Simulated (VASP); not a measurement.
KI, 2 atoms in the cell. It takes space group Fm-3m (No. 225, cubic). Conventional cell: a = 6.921 Å, b = 6.921 Å, c = 6.921 Å, α = 90.00°, β = 90.00°, γ = 90.00°. I (site symmetry m-3m) has 6 K at 3.46 Å within 4.5 Å. K (site symmetry m-3m) has 6 I at 3.46 Å within 4.5 Å.  This cell differs from its parent crystal: volume scaled by 0.94.

* Program: VASP 6.6.1
* Task: single point
* Functional: PBEsol
* Potentials or basis: VASP PAW PBE potentials, release 64 (I, K_sv)
* Cutoff: 520 eV
* k mesh: 7 × 7 × 7
* Occupations: fermi-dirac, width 0.05 eV
* Spin: no spin polarisation
* Dipole correction: no
* Further INCAR settings: ALGO = Normal; EDIFF = 1e-06; NBANDS = 15

Potentials or basis: VASP PAW PBE potentials, release 64 (I, K_sv).

Launch:

```bash
$ cat potpaw_PBE.64/I/POTCAR potpaw_PBE.64/K_sv/POTCAR > POTCAR
$ mpirun -np 1 vasp_std > vasp.out
```

Hardware: 1 thread of Intel(R) Xeon(R) 6975P-C (Granite Rapids), with other jobs on the host.

Question: Estimate the wall time of this run.

Answer: Run time: 9.6 s on 1 thread of Intel(R) Xeon(R) 6975P-C (Granite Rapids), on a shared host, peak memory 0.21 GiB. Counts: scf iterations 12, k points 20.
